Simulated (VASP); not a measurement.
Here is a VASP 6.6.1 calculation.

The input POSCAR:

```
MnSe
1.0
    0.0000000000      2.7348224781      2.7348224781
    2.7348224781      0.0000000000      2.7348224781
    2.7348224781      2.7348224781      0.0000000000
Mn Se
1 1
Direct
    0.0000000000      0.0000000000      0.0000000000
    0.5000000000      0.5000000000      0.5000000000
```

File INCAR.step1:

```
  PREC = Accurate
  ENCUT = 550
  ISMEAR = 1
  SIGMA = 0.1
  LREAL = F
  LASPH = T
  NELM = 200
  ISPIN = 2
  MAGMOM = 4.98 0.16
  LMAXMIX = 4
  NBANDS = 20
  GGA = PE
  ALGO = Normal
  EDIFF = 1E-5
  LWAVE = T
  LCHARG = F
  GGA_COMPAT = F
```

Contents of INCAR.step2:

```
  PREC = Accurate
  ENCUT = 550
  EDIFF = 1E-6
  ISMEAR = 1
  SIGMA = 0.1
  LREAL = F
  LASPH = T
  NELM = 200
  ALGO = Normal
  ISIF = 2
  LWAVE = F
  LCHARG = T
  ISPIN = 2
  MAGMOM = 4.98 0.16
  LORBIT = 11
  LMAXMIX = 4
  METAGGA = R2SCAN
  LMIXTAU = T
  LELF = T
  LVHAR = T
  NBANDS = 20
  ISTART = 1
  GGA_COMPAT = F
```

Contents of KPOINTS:

```
Automatic mesh
0
Gamma
  14 14 14
```

Potentials or basis: VASP PAW PBE potentials, release 64 (Mn_pv, Se).

Launch:

```console
$ cat potpaw_PBE.64/Mn_pv/POTCAR potpaw_PBE.64/Se/POTCAR > POTCAR
$ cp INCAR.step1 INCAR
$ mpirun -np 1 vasp_std > vasp.out
$ cp INCAR.step2 INCAR
$ mpirun -np 1 vasp_std > vasp.out
```

**Question.** What does it give for the net moment?

**Answer.** 5.00 μB per cell.

**Question.** Predict the pressure.

**Answer.** 0.2 GPa.

**Question.** What does it give for the site moments?

**Answer.** Mn +4.52; Se +0.13 μB.

Caveat: the PAW data sets were made with another functional, which shifts forces and pressure a little; a cell with one magnetic atom can't hold antiferromagnetic order, which such compounds often take.
